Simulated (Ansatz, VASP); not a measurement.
One calculation of B2O, two programs

File INCAR:

```
ALGO     = Fast           # electronic algorithm
EDIFF    = 1E-6           # SCF threshold, eV
ENCUT    = 520            # plane-wave cutoff, eV
GGA      = PE             # functional
ISIF     = 2              # what is computed and relaxed
ISMEAR   = 0              # smearing method
IVDW     = 12             # dispersion correction
LASPH    = True           # aspherical terms in the spheres
LCHARG   = False          # write CHGCAR
LREAL    = False          # projectors in reciprocal space
LWAVE    = False          # write WAVECAR
NBANDS   = 21             # bands
NELM     = 60             # most SCF steps
PREC     = Accurate       # precision mode
SIGMA    = 0.15           # smearing width, eV
```

File KPOINTS:

```
k-points
0
Gamma
  21 21 6
```

File POSCAR:

```
B2O
1.0
    2.4722471030      0.0000000000      0.0000000000
   -1.2361235515      2.1410287956      0.0000000000
    0.0000000000      0.0000000000      9.0286464202
B O
4 2
Direct
    0.0000000000      0.0000000000      0.4099026039
    0.0000000000      0.0000000000      0.5900973961
    0.6666666667      0.3333333333      0.0293462865
    0.3333333333      0.6666666667      0.9706537135
    0.6666666667      0.3333333333      0.3525784977
    0.3333333333      0.6666666667      0.6474215023
```

Input for Ansatz:

```yaml
crystal:
  lattice:
    - [2.472247103, 0.0, 0.0]
    - [-1.2361235515, 2.1410287956, 0.0]
    - [0.0, 0.0, 9.0286464202]
  atoms:
    - { symbol: B, position: [0.0, 0.0, 0.4099026039] }
    - { symbol: B, position: [0.0, 0.0, 0.5900973961] }
    - { symbol: B, position: [0.6666666667, 0.3333333333, 0.0293462865] }
    - { symbol: B, position: [0.3333333333, 0.6666666667, 0.9706537135] }
    - { symbol: O, position: [0.6666666667, 0.3333333333, 0.3525784977] }
    - { symbol: O, position: [0.3333333333, 0.6666666667, 0.6474215023] }
basis:
  ecutwfc: 520.0
kpoints:
  mp_grid: { grid: [21, 21, 6] }
hamiltonian:
  xc: pbe
  dispersion: d3bj
scf:
  occupations: { method: gaussian, width: 0.15 }
output:
  forces: true
  stress: true
  eigenvalues: true
  write_density: true
  write_potential: true
  elf: true
  volumetric_format: npy
```

Alike in both runs: task single point; functional PBE; dispersion D3(BJ); k mesh 21 × 21 × 6; occupations gaussian, width 0.15 eV; no spin polarisation.

|  | VASP | Ansatz |
| --- | --- | --- |
| version | VASP 6.6.1 | Ansatz 0.2.0 |
| potentials or method | VASP PAW PBE potentials, release 64 (B, O), cutoff 520 eV | scalar-relativistic, plane waves, PAW |
| valence electrons in the cell | 24 | 24 |

Ansatz gave:

- gap on the k mesh at the Fermi level (eV): none
- pressure (GPa): 25.1
- traceless stress, the component that is largest in VASP (GPa): -2.15
- rms of the force components (eV/Å): 0.739

Estimate VASP's values.

gap on the k mesh at the Fermi level (eV): none; pressure (GPa): 25.5; traceless stress, the component that is largest in VASP (GPa): -2.73; rms of the force components (eV/Å): 0.744.

Atom by atom the forces differ by 0.010 eV/Å (rms over components). A gap of «none» marks a metal or a gap that the smearing closes.
